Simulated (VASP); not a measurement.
# Ir (Pm-3m) in VASP: notebook

The runs below take Ir through single point, with r2SCAN.

Everything below comes from runs of VASP 6.6.1. Logs are shortened: lines on timing, memory, paths and dates and some standing lists are left out, and cuts for length are marked.

## Step 1: The cell of the first run

The structure is cubic, space group Pm-3m (No. 221). The conventional cell has a = 2.553 Å, b = 2.553 Å, c = 2.553 Å, α = 90.00°, β = 90.00°, γ = 90.00°. Ir (site symmetry m-3m) has 6 Ir at 2.55 Å within 3.4 Å.

This isn't the form of Ir at room conditions, which is fcc.

## Step 2: Single point, r2SCAN

POSCAR reads:

```
Ir
1.0
    2.5533079737      0.0000000000      0.0000000000
    0.0000000000      2.5533079737      0.0000000000
    0.0000000000      0.0000000000      2.5533079737
Ir
1
Direct
    0.0000000000      0.0000000000      0.0000000000
```

INCAR.step1 reads:

```
PREC = Accurate
ENCUT = 520
ISMEAR = -1
SIGMA = 0.1
LREAL = F
LASPH = T
NELM = 80
NBANDS = 10
GGA = PE
ALGO = Normal
EDIFF = 1E-4
LWAVE = T
LCHARG = F
```

INCAR.step2 reads:

```
PREC = Accurate
ENCUT = 520
EDIFF = 1E-6
ISMEAR = -1
SIGMA = 0.1
LREAL = F
LASPH = T
NELM = 80
ALGO = Normal
ISIF = 2
LWAVE = F
LCHARG = F
METAGGA = R2SCAN
LMIXTAU = T
NBANDS = 10
ISTART = 1
```

KPOINTS reads:

```
regular mesh
0
Gamma
  13 13 13
```

Potentials or basis: VASP PAW PBE potentials, release 64 (Ir).

On the command line:

```
cat potpaw_PBE.64/Ir/POTCAR > POTCAR
cp INCAR.step1 INCAR
mpirun -np 1 vasp_std > vasp.out
cp INCAR.step2 INCAR
mpirun -np 1 vasp_std > vasp.out
```

OUTCAR:

```text
PREC = Accurate
   ENCUT = 520
   EDIFF = 1E-6
   ISMEAR = -1
   LREAL = F
   LASPH = T
   NELM = 80
   ISIF = 2
   METAGGA = R2SCAN
   ISTART = 1

 ion  position               nearest neighbor table
   1  0.000  0.000  0.000-

  LATTYP: Found a simple cubic cell.
 ALAT       =     2.5533079737

  Lattice vectors:

 A1 = (   2.5533079737,   0.0000000000,   0.0000000000)
 A2 = (   0.0000000000,   2.5533079737,   0.0000000000)
 A3 = (   0.0000000000,   0.0000000000,   2.5533079737)

Analysis of symmetry for initial positions (statically):
=====================================================================
 Subroutine PRICEL returns:
 Original cell was already a primitive cell.

 Routine SETGRP: Setting up the symmetry group for a
 simple cubic supercell.

 Subroutine GETGRP returns: Found 48 space group operations
 (whereof 48 operations were pure point group operations)
 out of a pool of 48 trial point group operations.

The static configuration has the point symmetry O_h .

Analysis of symmetry for dynamics (positions and initial velocities):
=====================================================================
 Subroutine PRICEL returns:
 Original cell was already a primitive cell.

 Routine SETGRP: Setting up the symmetry group for a
 simple cubic supercell.

 Subroutine GETGRP returns: Found 48 space group operations
 (whereof 48 operations were pure point group operations)
 out of a pool of 48 trial point group operations.

The dynamic configuration has the point symmetry O_h .

 Subroutine INISYM returns: Found 48 space group operations
 (whereof 48 operations are pure point group operations),
 and found     1 'primitive' translations

----------------------------------------------------------------------------------------

                                     Primitive cell

  volume of cell :      16.6460

  direct lattice vectors                    reciprocal lattice vectors
     2.553307974  0.000000000  0.000000000     0.391648798  0.000000000  0.000000000
     0.000000000  2.553307974  0.000000000     0.000000000  0.391648798  0.000000000
     0.000000000  0.000000000  2.553307974     0.000000000  0.000000000  0.391648798

  length of vectors
     2.553307974  2.553307974  2.553307974     0.391648798  0.391648798  0.391648798

  position of ions in fractional coordinates (direct lattice)
     0.000000000  0.000000000  0.000000000

[... 73 lines left out ...]
   ENCUT  =  520.0 eV  38.22 Ry    6.18 a.u.   4.75  4.75  4.75*2*pi/ulx,y,z
   NELM   =     80;   NELMIN=  2; NELMDL=  0     # of ELM steps
   EDIFF  = 0.1E-05   stopping-criterion for ELM
   LREAL  =      F    real-space projection
   EDIFFG = 0.1E-04   stopping-criterion for IOM
   NSW    =      0    number of steps for IOM
   IBRION =     -1    ionic relax: 0-MD 1-quasi-New 2-CG
   NFREE  =      0    steps in history (QN), initial steepest desc. (CG)
   ISIF   =      2    stress and relaxation
   ISYM   =      2    0-nonsym 1-usesym 2-fastsym
   POTIM  = 0.5000    time-step for ionic-motion
   TEBEG  =    0.0;   TEEND  =   0.0 temperature during run
   PSTRESS=    0.0 pullay stress
   NELECT =       9.0000    total number of electrons
   NUPDOWN=      -1.0000    fix difference up-down
   EMIN   =  10.00;   EMAX   =-10.00  energy-range for DOS
   EFERMI =   0.00;   METHOD = LEGACY
   ISMEAR =    -1;   SIGMA  =   0.10  broadening in eV -4-tet -1-fermi 0-gaus
   EFERMI_NEDOS =   21; number of points for ismear=-14 and -15
   IALGO  =     38    algorithm
   IMIX   =      4    mixing-type and parameters
     AMIX     =   0.40;   BMIX     =  1.00
     AMIX_MAG =   1.60;   BMIX_MAG =  1.00
  volume/ion in A,a.u.               =      16.65       112.33
  Fermi-wavevector in a.u.,A,eV,Ry     =   1.333683  2.520295 24.200807  1.778709
  Thomas-Fermi vector in A             =   2.462522
   LORBIT       =      0    0 simple, 1 ext, 2 COOP (PROOUT), +10 PAW based schemes
   METAGGA = R2SCAN    functional components
   LHFCALC =     F    Hartree Fock is set to
   AEXX    =    0.0000 exact exchange contribution
   IVDW    =     0    specifies the selected vdW correction
   LEPSILON=     F    determine dielectric tensor
   LRPA    =     F    only Hartree local field effects (RPA)
 non-spin polarized calculation
  energy-cutoff  :      520.00
  volume of cell :       16.65
 maximum number of plane-waves:       462
 NGX is ok and might be reduce to    20
   NGX =  9   NGY =  9   NGZ =  9

 number of electron       9.0000001 magnetization

 Free energy of the ion-electron system (eV)
  ---------------------------------------------------
  ext. energy  EPLUGINS =         0.00000000
  ---------------------------------------------------
  free energy    TOTEN  =       -51.36840777 eV

  energy without entropy =      -51.31717116  energy(sigma->0) =      -51.34278946

 E-fermi :   7.4900     XC(G=0): -13.9033

 val. band max:        7.4897065424   @ k =   0.2308   0.2308   0.0769
 cond. band min:       7.5013689070   @ k =   0.2308   0.1538   0.0000
 fundamental gap:      0.0116623647
 Fermi energy:         7.4900313051

 k-point     1 :       0.0000    0.0000    0.0000
  band No.  band energies     occupation
      1      -2.0023      2.00000
      2       1.1588      2.00000
      3       1.1588      2.00000
      4       8.8852      0.00000
      5       8.8852      0.00000
      6       8.8852      0.00000
      7      24.0266      0.00000
      8      24.0266      0.00000
      9      24.0266      0.00000
     10      30.6318      0.00000
[... 287 lines left out ...]
 k-point    24 :       0.3846    0.3077    0.0000
  band No.  band energies     occupation
      1       1.7552      2.00000
      2       2.2389      2.00000
      3       6.1788      2.00000
      4       6.6062      1.99971
      5       7.2056      1.89008
      6       8.5306      0.00006
      7      16.1120      0.00000
      8      21.3213      0.00000
      9      25.9829      0.00000
     10      30.5154      0.00000

 [... further k-points ...]
[... 5 lines left out ...]
  --------------------------------------------------------------------------------------
  -------------------------------------------------------------------------------------
  Total        0.1658178      0.1658178      0.1658178      0.0000000      0.0000000     -0.0000000
  in kB       15.9599687     15.9599687     15.9599687      0.0000000      0.0000000     -0.0000000
  external PRESSURE =      15.9599687 kB  Pullay stress =       0.0000000 kB

 VOLUME and BASIS-vectors are now :
 -----------------------------------------------------------------------------
  energy-cutoff  :      520.00
  volume of cell :       16.65
      direct lattice vectors                 reciprocal lattice vectors
     2.553307974  0.000000000  0.000000000     0.391648798  0.000000000  0.000000000
     0.000000000  2.553307974  0.000000000     0.000000000  0.391648798  0.000000000
     0.000000000  0.000000000  2.553307974     0.000000000  0.000000000  0.391648798

 POSITION                                       TOTAL-FORCE (eV/Angst)
 -----------------------------------------------------------------------------------
      0.00000      0.00000      0.00000         0.000000      0.000000      0.000000
 -----------------------------------------------------------------------------------
    total drift:                                0.000000      0.000000      0.000000

  FREE ENERGIE OF THE ION-ELECTRON SYSTEM (eV)
  ---------------------------------------------------
  free  energy   TOTEN  =       -51.3684077673 eV

  energy  without entropy=      -51.3171711603  energy(sigma->0) =      -51.34278946
```

OUTCAR.step1:

```text
PREC = Accurate
   ENCUT = 520
   ISMEAR = -1
   LREAL = F
   LASPH = T
   NELM = 80
[... 526 lines left out ...]

 POSITION                                       TOTAL-FORCE (eV/Angst)
 -----------------------------------------------------------------------------------
      0.00000      0.00000      0.00000         0.000000      0.000000      0.000000
 -----------------------------------------------------------------------------------
    total drift:                               -0.000000      0.000000      0.000000

  FREE ENERGIE OF THE ION-ELECTRON SYSTEM (eV)
  ---------------------------------------------------
  free  energy   TOTEN  =        -7.8776722590 eV

  energy  without entropy=       -7.8243936061  energy(sigma->0) =       -7.85103293
```

Wall time 35 s (1 thread of Intel Xeon Platinum 8175M at 2.50GHz (Skylake/Cascade Lake), shared host); peak memory 0.14 GiB.

Results:

- Free energy: -51.3684 eV
- Pressure: 1.6 GPa
- Band gap on the k mesh: zero (an odd number of electrons rules out a gap without spin polarisation)

Levels at points of the mesh, in eV from the Fermi level:
| k point | band 1 | band 2 | band 3 | band 4 | band 5 | band 6 | band 7 | band 8 |
| --- | --- | --- | --- | --- | --- | --- | --- | --- |
| (0.00, 0.00, 0.00) | -9.49 | -6.33 | -6.33 | 1.40 | 1.40 | 1.40 | 16.54 | 16.54 |

Caveat: the PAW data sets were made with another functional, which shifts forces and pressure a little; spin-orbit coupling is left out, which moves the levels of the heavy elements.

## Step 3: Single point, r2SCAN

POSCAR is that of step 2.

INCAR.step1 reads:

```
SYSTEM = Ir
PREC = Accurate ; ENCUT = 520
ISMEAR = -1 ; SIGMA = 0.1
LREAL = .FALSE. ; LASPH = .TRUE.
NELM = 60 ; NBANDS = 10
GGA = PE ; ALGO = Normal
EDIFF = 1E-4 ; LWAVE = .TRUE.
LCHARG = .FALSE.
```

INCAR.step2 reads:

```
SYSTEM = Ir
PREC = Accurate ; ENCUT = 520
EDIFF = 1E-7 ; ISMEAR = -1
SIGMA = 0.1 ; LREAL = .FALSE.
LASPH = .TRUE. ; NELM = 60
ALGO = Normal ; ISIF = 2
LWAVE = .FALSE. ; LCHARG = .TRUE.
METAGGA = R2SCAN ; LMIXTAU = .TRUE.
LELF = .TRUE. ; LVHAR = .TRUE.
NBANDS = 10 ; ISTART = 1
```

KPOINTS reads:

```
regular mesh
0
G
  20 20 20
  0 0 0
```

Potentials or basis: VASP PAW PBE potentials, release 64 (Ir).

On the command line:

```
cat potpaw_PBE.64/Ir/POTCAR > POTCAR
cp INCAR.step1 INCAR
mpirun -np 1 vasp_std > vasp.out
cp INCAR.step2 INCAR
mpirun -np 1 vasp_std > vasp.out
```

OUTCAR:

```text
SYSTEM = Ir
   PREC = Accurate
   ENCUT = 520
   EDIFF = 1E-7
   ISMEAR = -1
   LREAL = .FALSE.
   LASPH = .TRUE.
   NELM = 60
   ISIF = 2
   METAGGA = R2SCAN
   ISTART = 1

 ion  position               nearest neighbor table
   1  0.000  0.000  0.000-

  LATTYP: Found a simple cubic cell.
 ALAT       =     2.5533079737

  Lattice vectors:

 A1 = (   2.5533079737,   0.0000000000,   0.0000000000)
 A2 = (   0.0000000000,   2.5533079737,   0.0000000000)
 A3 = (   0.0000000000,   0.0000000000,   2.5533079737)

Analysis of symmetry for initial positions (statically):
=====================================================================
 Subroutine PRICEL returns:
 Original cell was already a primitive cell.

 Routine SETGRP: Setting up the symmetry group for a
 simple cubic supercell.

 Subroutine GETGRP returns: Found 48 space group operations
 (whereof 48 operations were pure point group operations)
 out of a pool of 48 trial point group operations.

The static configuration has the point symmetry O_h .

Analysis of symmetry for dynamics (positions and initial velocities):
[... 155 lines left out ...]
  energy without entropy =      -51.32534291  energy(sigma->0) =      -51.34819618

 E-fermi :   7.5118     XC(G=0): -13.9050

 val. band max:        7.4978808215   @ k =   0.3500   0.3500   0.1500
 cond. band min:       7.5185463174   @ k =   0.2000   0.1500   0.1500
 fundamental gap:      0.0206654958
 Fermi energy:         7.5117793799

 k-point     1 :       0.0000    0.0000    0.0000
  band No.  band energies     occupation
      1      -2.0043      2.00000
      2       1.1551      2.00000
      3       1.1551      2.00000
      4       8.8763      0.00000
      5       8.8763      0.00000
      6       8.8763      0.00000
      7      24.0256      0.00000
      8      24.0256      0.00000
      9      24.0256      0.00000
     10      30.6375      0.00000
[... 287 lines left out ...]
 k-point    24 :       0.2000    0.1000    0.0000
  band No.  band energies     occupation
      1      -0.5636      2.00000
      2       1.6641      2.00000
      3       2.6100      2.00000
      4       7.3059      1.77370
      5       7.7307      0.20149
      6       8.6489      0.00002
      7      19.6948      0.00000
      8      24.0561      0.00000
      9      26.7781      0.00000
     10      29.2113      0.00000

 [... further k-points ...]
[... 5 lines left out ...]
  --------------------------------------------------------------------------------------
  -------------------------------------------------------------------------------------
  Total        0.1279651      0.1279651      0.1279651      0.0000000      0.0000000      0.0000000
  in kB       12.3166449     12.3166449     12.3166449      0.0000000      0.0000000      0.0000000
  external PRESSURE =      12.3166449 kB  Pullay stress =       0.0000000 kB

 VOLUME and BASIS-vectors are now :
 -----------------------------------------------------------------------------
  energy-cutoff  :      520.00
  volume of cell :       16.65
      direct lattice vectors                 reciprocal lattice vectors
     2.553307974  0.000000000  0.000000000     0.391648798  0.000000000  0.000000000
     0.000000000  2.553307974  0.000000000     0.000000000  0.391648798  0.000000000
     0.000000000  0.000000000  2.553307974     0.000000000  0.000000000  0.391648798

 POSITION                                       TOTAL-FORCE (eV/Angst)
 -----------------------------------------------------------------------------------
      0.00000      0.00000      0.00000         0.000000      0.000000      0.000000
 -----------------------------------------------------------------------------------
    total drift:                               -0.000000      0.000000      0.000000

  FREE ENERGIE OF THE ION-ELECTRON SYSTEM (eV)
  ---------------------------------------------------
  free  energy   TOTEN  =       -51.3710494465 eV

  energy  without entropy=      -51.3253429098  energy(sigma->0) =      -51.34819618
```

OSZICAR.step1:

```text
N       E                     dE             d eps       ncg     rms          rms(c)
DAV:   1     0.484351391514E+02    0.48435E+02   -0.42761E+03  5768   0.798E+02
DAV:   2    -0.730708879692E+01   -0.55742E+02   -0.53064E+02  5830   0.191E+02
DAV:   3    -0.827401681980E+01   -0.96693E+00   -0.95913E+00  6802   0.307E+01
DAV:   4    -0.828307580938E+01   -0.90590E-02   -0.90570E-02  6614   0.278E+00
DAV:   5    -0.828326788384E+01   -0.19207E-03   -0.19207E-03  6710   0.392E-01    0.116E+01
DAV:   6    -0.793345595304E+01    0.34981E+00   -0.74360E-01  6666   0.991E+00    0.495E+00
DAV:   7    -0.788496623145E+01    0.48490E-01   -0.15469E-01  7752   0.403E+00    0.155E+00
DAV:   8    -0.788250434831E+01    0.24619E-02   -0.91199E-03  6316   0.136E+00    0.104E+00
DAV:   9    -0.788028478915E+01    0.22196E-02   -0.10252E-03  6276   0.465E-01    0.291E-02
DAV:  10    -0.788028774093E+01   -0.29518E-05   -0.48351E-06  3274   0.239E-02
   1 F= -.78802877E+01 E0= -.78564034E+01  d E =-.477688E-01
```

Run time: 1.7 min. Hardware: 1 thread of Intel Xeon Platinum 8175M at 2.50GHz (Skylake/Cascade Lake), shared host; peak memory 0.17 GiB.

What came out:

- Free energy: -51.3710 eV
- Pressure: 1.2 GPa
- Band gap on the k mesh: zero (an odd number of electrons rules out a gap without spin polarisation)

Caveat: the PAW data sets were made with another functional, which shifts forces and pressure a little; spin-orbit coupling is left out, which moves the levels of the heavy elements.

The gap in the log of VASP goes by the Fermi energy; the results here count the filled bands.